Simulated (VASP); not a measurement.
Wanted: the native input for a VASP 6.6.1 run.

```
Task                   : single point
Functional             : PBE
Dispersion             : D3(BJ)
Potentials or basis    : VASP PAW PBE potentials, release 64 (C, H, F)
Cutoff                 : 520 eV
k mesh                 : 1 × 1 × 1
Occupations            : fermi-dirac, width 0.02 eV
Spin                   : no spin polarisation
Dipole correction      : no
Further INCAR settings : LREAL = Auto; ALGO = Normal; EDIFF = 1e-07; NBANDS = 54
```

The structure of H7C2F lies in POSCAR:

```
H7C2F
1.0
    7.2304270000      0.0000000000      0.0000000000
    0.0000000000      7.2304270000      0.0000000000
    0.0000000000      0.0000000000      7.2304270000
C H F
6 21 3
Direct
    0.4882422573      0.8466858181      0.5489717274
    0.6001858535      0.7283248970      0.6891985771
    0.1863375427      1.0475176639     -0.0282417622
    0.1127595922      0.8601290076     -0.0150751816
    0.3664513866      0.4273883133      0.2975619559
    0.5092783594      0.4878273441      0.1538083435
    0.4939957211      0.9731652086      0.6400866781
    0.5765081371      0.8602119902      0.4250786295
    0.3378362025      0.8148343106      0.5299687003
    0.5264972594      0.7433724177      0.8404206280
    0.6190505761      0.5812658091      0.6652027605
    0.7453916622      0.7703417793      0.7238161730
    0.0855966045      1.1552706362      0.0577974164
    0.3239089476      1.0886770588      0.0404402119
    0.1851757856      1.0865056794     -0.1672791939
    0.0916128467      0.8371566437      0.1368245610
   -0.0135814939      0.8210441790     -0.0757769908
    0.2397092177      0.7759431082     -0.0301365327
    0.2750183357      0.5444353425      0.3445577972
    0.2503724884      0.3171043702      0.2504416406
    0.4323949332      0.3955506362      0.4190900482
    0.5868394771      0.3733804380      0.1441132038
    0.4392133411      0.4999981329      0.0272183095
    0.5947781507      0.6040168859      0.1823958668
    0.8230081017      0.3139095381      0.8617609997
    1.0485964384      0.3814989073      0.2793887553
    0.7246321690      0.6630037203      0.3521230489
    0.8387886359      0.3610575143      0.7465395889
    0.9535813030      0.3422757743      0.2146484571
    0.8328692068      0.6274041630      0.4150515592
```

These files were run (other wordings do the same):

INCAR

```
PREC = Accurate ; ENCUT = 520
EDIFF = 1E-7 ; ISMEAR = -1
SIGMA = 0.02 ; LREAL = Auto
LASPH = T ; NELM = 100
ALGO = Normal ; ISIF = 2
LWAVE = F ; LCHARG = F
GGA = PE ; IVDW = 12
NBANDS = 54
```

KPOINTS

```
Automatic mesh
0
Gamma
  1 1 1
```

Potentials or basis: VASP PAW PBE potentials, release 64 (C, H, F).

The run is started by

```sh
$ cat potpaw_PBE.64/C/POTCAR potpaw_PBE.64/H/POTCAR potpaw_PBE.64/F/POTCAR > POTCAR
$ mpirun -np 1 vasp_gam > vasp.out
```

Results of the run:

* Pressure: 1.5 GPa
* Largest force: 5.262 eV/Å
* Band gap on the k mesh: 5.34 eV
* Dispersion energy per atom: -0.029 eV

Caveat: the k points lie up to 0.87 Å⁻¹ apart.

Run time: 54 s on 1 thread of Intel(R) Xeon(R) Platinum 8259CL CPU @ 2.50GHz (Skylake/Cascade Lake) (shared host), peak memory 0.35 GiB.
